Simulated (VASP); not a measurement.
Runs of VASP 6.6.1 on Ga. The structure is that of space group P6/mmm (No. 191), or close to it. The cells are those of the table. 

```csv
task,cell,k mesh,cutoff (eV),gap on the mesh (eV),pressure (GPa),relaxed volume (Å³/atom)
single point,"a = 4.836, b = 4.836, c = 2.851 Å, angles 90.0, 90.0, 120.0°, 3 atoms",12 × 12 × 16,520,none,0.1,-
relaxation of cell and atoms,"relaxed from a = 4.802, b = 4.802, c = 2.881 Å, angles 90.0, 90.0, 120.0°, 3 atoms",12 × 12 × 16,600,none,0.0,(a)
relaxation of cell and atoms,"relaxed from a = 5.012, b = 5.012, c = 3.073 Å, angles 90.0, 90.0, 120.0°, 3 atoms",6 × 6 × 6,600,none,0.1,19.18
single point,"a = 4.802, b = 4.802, c = 2.881 Å, angles 90.0, 90.0, 120.0°, 3 atoms",6 × 6 × 6,520,none,0.1,-
```

Alike in all rows: level PBE; potentials or basis VASP PAW PBE potentials, release 64 (Ga_d); no spin polarisation; smearing gaussian 0.1 eV.

Problem. Estimate the missing entries.

Solution. (a) 19.26.

Caveats: some runs use coarse meshes.

A k mesh can miss the band edges, and the runs leave out spin-orbit coupling on Ga.

A gap of «none» marks levels without a gap at the run's occupations.
